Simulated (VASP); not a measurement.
Input of a VASP 6.6.1 run:

File INCAR:

```
PREC = Accurate
ENCUT = 520
EDIFF = 1E-6
ISMEAR = -1
SIGMA = 0.1
LREAL = F
LASPH = T
NELM = 100
ALGO = Normal
ISIF = 2
LWAVE = F
LCHARG = T
GGA = RE
LELF = T
LVHAR = T
NBANDS = 30
```

File KPOINTS:

```
Automatic mesh
0
Gamma
  14 14 4
```

POSCAR

```
Ta
1.0
    2.8307955519      0.0000000000      0.0000000000
   -1.4153977760      2.4515408609      0.0000000000
    0.0000000000      0.0000000000      9.6543186582
Ta
4
Direct
    1.0000000000      1.0000000000      1.0000000000
    1.0000000000      1.0000000000      0.5000000000
    0.3333333333      0.6666666667      0.2500000000
    0.6666666667      0.3333333333      0.7500000000
```

Potentials or basis: VASP PAW PBE potentials, release 64 (Ta_pv).

The run is started by

```bash
$ cat potpaw_PBE.64/Ta_pv/POTCAR > POTCAR
$ mpirun -np 1 vasp_std > vasp.out
```

Question: What does it give for the pressure?

Answer: 30.1 GPa.

Question: What does it give for the band gap on the k mesh?

Answer: Zero (bands 22 and 23 overlap by 1.14 eV).

Stress tensor (GPa, compression positive):
```
29.87  0.00  0.00
 0.00 29.87  0.00
 0.00  0.00 30.66
```

Caveat: the cell stands under pressure; the PAW data sets were made with another functional, which shifts forces and pressure a little; spin-orbit coupling is left out, which moves the levels of the heavy elements.
